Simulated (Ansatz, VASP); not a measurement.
**SiO2 in VASP and in Ansatz**

The input INCAR:

```
SYSTEM = SiO2
PREC = Accurate ; ENCUT = 1340
EDIFF = 1E-6 ; ISMEAR = 0
SIGMA = 0.05 ; LREAL = .False.
LASPH = .True. ; NELM = 120
ALGO = Normal ; ISIF = 2
LWAVE = .False. ; LCHARG = .False.
GGA = PE ; NBANDS = 25
GGA_COMPAT = .False.
```

The input KPOINTS:

```
Automatic mesh
0
Gamma
  6 6 8
  0 0 0
```

Contents of POSCAR:

```
SiO2
1.0
    4.2994000000      0.0000000000      0.0000000000
    0.0000000000      4.2994000000      0.0000000000
    0.0000000000      0.0000000000      2.3670000000
Si O
2 4
Direct
    0.5000000000      0.5000000000      0.5000000000
    0.0000000000      0.0000000000      0.0000000000
    0.6930127928      0.6930127928      0.0000000000
    0.1930127928      0.8069872072      0.5000000000
    0.3069872072      0.3069872072      0.0000000000
    0.8069872072      0.1930127928      0.5000000000
```

Input for Ansatz:

```yaml
crystal:
  lattice:
    - [4.2994, 0.0, 0.0]
    - [0.0, 4.2994, 0.0]
    - [0.0, 0.0, 2.367]
  atoms:
    - { symbol: Si, position: [0.5, 0.5, 0.5] }
    - { symbol: Si, position: [0.0, 0.0, 0.0] }
    - { symbol: O, position: [0.6930127928, 0.6930127928, 0.0] }
    - { symbol: O, position: [0.1930127928, 0.8069872072, 0.5] }
    - { symbol: O, position: [0.3069872072, 0.3069872072, 0.0] }
    - { symbol: O, position: [0.8069872072, 0.1930127928, 0.5] }
basis:
  ecutwfc: 520.0
kpoints:
  mp_grid: { grid: [6, 6, 8] }
hamiltonian:
  xc: pbe
  pseudopotentials: { kind: paw, azcp: { folder: soft_1 } }
scf:
  occupations: { method: gaussian, width: 0.05 }
output:
  forces: true
  stress: true
  eigenvalues: true
```

Alike in both runs: task single point; functional PBE; k mesh 6 × 6 × 8; occupations gaussian, width 0.05 eV; no spin polarisation.

|  | VASP | Ansatz |
| --- | --- | --- |
| version | VASP 6.6.1 | Ansatz 0.2.0 |
| potentials or method | VASP PAW PBE potentials, release 64 (Si, O_h), cutoff 1340 eV | scalar-relativistic, plane waves, PAW |
| valence electrons in the cell | 32 | 32 |

VASP gave:

| Property | Result |
| --- | --- |
| gap on the k mesh at the Fermi level (eV) | 6.87 |
| least direct gap on the mesh (eV) | 6.87 |
| rms of the force components (eV/Å) | 0.104 |

**Question.** Which values does Ansatz return?

**Answer.** gap on the k mesh at the Fermi level (eV): 6.88; least direct gap on the mesh (eV): 6.88; rms of the force components (eV/Å): 0.097.

Atom by atom the forces differ by 0.007 eV/Å (rms over components). With one functional, cell and mesh, what is left measures potentials, basis and numerics.
